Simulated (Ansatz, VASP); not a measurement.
**One calculation of Mg, two programs**

```
CELL_PARAMETERS angstrom
1.59994 -2.77117 0.00000
1.59994 2.77117 0.00000
0.00000 0.00000 5.17842
ATOMIC_POSITIONS crystal
Mg 0.66667 0.33333 0.25000
Mg 0.33333 0.66667 0.75000
```

Alike in both runs: task single point; functional PBE; k mesh 12 × 12 × 7; occupations fermi-dirac, width 0.05 eV; no spin polarisation.

|  | VASP | Ansatz |
| --- | --- | --- |
| version | VASP 6.6.1 | Ansatz 0.2.0 |
| potentials or method | VASP PAW PBE potentials, release 64 (Mg), cutoff 520 eV | all-electron LAPW, scalar-relativistic |

```tsv
	VASP	Ansatz	Ansatz less VASP
pressure (GPa)	-0.2	-0.1	+0.11
traceless stress, the component that is largest in VASP (GPa)	-0.47	-0.47	+0.002
```

Ansatz ran all-electron here, and VASP with PAW potentials.
